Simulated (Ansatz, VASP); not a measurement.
**SiC16 in VASP and in Ansatz**

Contents of INCAR:

```
  ALGO = Normal
  DIPOL = 0.5 0.5 0.308
  EDIFF = 1E-6
  ENCUT = 520
  GGA = PE
  IDIPOL = 3
  ISIF = 2
  ISMEAR = 0
  ISPIN = 2
  IVDW = 12
  LASPH = T
  LCHARG = F
  LDIPOL = T
  LORBIT = 11
  LREAL = Auto
  LWAVE = F
  MAGMOM = 0 0 0 0 0 0 0 0 0 0 0 0 0 0 0 0 2
  NBANDS = 52
  NELM = 150
  PREC = Accurate
  SIGMA = 0.05
```

KPOINTS

```
k-points
0
Gamma
  6 6 1
```

POSCAR

```
SiC16
1.0
    4.9298676323      0.0000000000      0.0000000000
    0.0000000000      4.4224271195      0.0000000000
    0.0000000000      0.0000000000     22.6937497910
C Si
16 1
Direct
    0.2500000000      0.4155274488      0.1762599851
    0.7500000000      0.4155274488      0.1762599851
    0.0000000000      0.5195584910      0.2001803947
    0.5000000000      0.5195584910      0.2001803947
    0.0000000000      0.7272227621      0.2480852155
    0.5000000000      0.7272227621      0.2480852155
    0.2500000000      0.8312538043      0.2720056251
    0.7500000000      0.8312538043      0.2720056251
    0.2500000000      0.0442051686      0.3198734326
    0.7500000000      0.0442051686      0.3198734326
    0.0000000000      0.1500808487      0.3425973485
    0.5000000000      0.1500808487      0.3425973485
    0.0000000000      0.3779776253      0.3900566375
    0.5000000000      0.3779776253      0.3900566375
    0.2500000000      0.4764186278      0.4095290499
    0.7500000000      0.4764186278      0.4095290499
    0.5000000000      1.3097519612      0.5196915406
```

Input for Ansatz:

```yaml
crystal:
  lattice:
    - [4.9298676323, 0.0, 0.0]
    - [0.0, 4.4224271195, 0.0]
    - [0.0, 0.0, 22.693749791]
  atoms:
    - { symbol: C, position: [0.25, 0.4155274488, 0.1762599851] }
    - { symbol: C, position: [0.75, 0.4155274488, 0.1762599851] }
    - { symbol: C, position: [0.0, 0.519558491, 0.2001803947] }
    - { symbol: C, position: [0.5, 0.519558491, 0.2001803947] }
    - { symbol: C, position: [0.0, 0.7272227621, 0.2480852155] }
    - { symbol: C, position: [0.5, 0.7272227621, 0.2480852155] }
    - { symbol: C, position: [0.25, 0.8312538043, 0.2720056251] }
    - { symbol: C, position: [0.75, 0.8312538043, 0.2720056251] }
    - { symbol: C, position: [0.25, 0.0442051686, 0.3198734326] }
    - { symbol: C, position: [0.75, 0.0442051686, 0.3198734326] }
    - { symbol: C, position: [0.0, 0.1500808487, 0.3425973485] }
    - { symbol: C, position: [0.5, 0.1500808487, 0.3425973485] }
    - { symbol: C, position: [0.0, 0.3779776253, 0.3900566375] }
    - { symbol: C, position: [0.5, 0.3779776253, 0.3900566375] }
    - { symbol: C, position: [0.25, 0.4764186278, 0.4095290499] }
    - { symbol: C, position: [0.75, 0.4764186278, 0.4095290499] }
    - { symbol: Si, position: [0.5, 1.3097519612, 0.5196915406], spin: 2.0 }
basis:
  ecutwfc: 420
kpoints:
  mp_grid: { grid: [6, 6, 1] }
hamiltonian:
  xc: pbe
  pseudopotentials: { kind: paw, azcp: { folder: soft_1 } }
  dispersion: d3bj
scf:
  occupations: { method: gaussian, width: 0.05 }
output:
  forces: true
  eigenvalues: true
  populations: true
magnetization:
  spin_polarized: true
efield:
  axis: 3
  dipole_correction: true
  ramp_width: 0.04
```

Alike in both runs: task single point; functional PBE; dispersion D3(BJ); k mesh 6 × 6 × 1; occupations gaussian, width 0.05 eV; collinear spin.

|  | VASP | Ansatz |
| --- | --- | --- |
| version | VASP 6.6.1 | Ansatz 0.2.0 |
| potentials or method | VASP PAW PBE potentials, release 64 (C, Si), cutoff 520 eV | scalar-relativistic, plane waves, PAW |
| valence electrons in the cell | 68 | 68 |

```csv
,VASP,Ansatz,Ansatz less VASP
rms of the force components (eV/Å),1.120,1.142,+0.0222
net moment per atom (μB),0.12,0.16,+0.040
size of the moment on the site where the two differ most (μB),0.65,0.43,-0.213
```

Site moments also hang on the region over which each program counts them. Atom by atom the forces differ by 0.063 eV/Å (rms over components).
